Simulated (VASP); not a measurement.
Runs of VASP 6.6.1 on Mg. The structure is that of space group P6_3/mmc (No. 194), or close to it. The cells are those of the table. 

```tsv
task	cell	cutoff (eV)	gap on the mesh (eV)	pressure (GPa)
single point	a = 3.089, b = 3.089, c = 4.955 Å, angles 90.0, 90.0, 120.0°, 2 atoms	520	none	(a)
relaxation of shape and atoms at fixed volume	relaxed from a = 3.122, b = 3.122, c = 5.009 Å, angles 90.0, 90.0, 120.0°, 2 atoms	600	none	2.6
single point	a = 3.250, b = 3.250, c = 5.214 Å, angles 90.0, 90.0, 120.0°, 2 atoms	520	none	-2.0
single point	a = 3.209, b = 3.209, c = 5.210 Å, angles 90.0, 90.0, 120.0°, 2 atoms	520	none	-1.2
single point	a = 3.122, b = 3.122, c = 5.009 Å, angles 90.0, 90.0, 120.0°, 2 atoms	520	none	2.6
```

Alike in all rows: level PBEsol; potentials or basis VASP PAW PBE potentials, release 64 (Mg); no spin polarisation; k mesh 18 × 18 × 8; smearing gaussian 0.1 eV.

Task: Estimate the missing entries.

Result: (a) 4.3.

Caveats: the PAW data sets were made with another functional, which shifts forces and pressure a little; the cell stands under pressure (at least some runs).

A gap of «none» marks levels without a gap at the run's occupations.
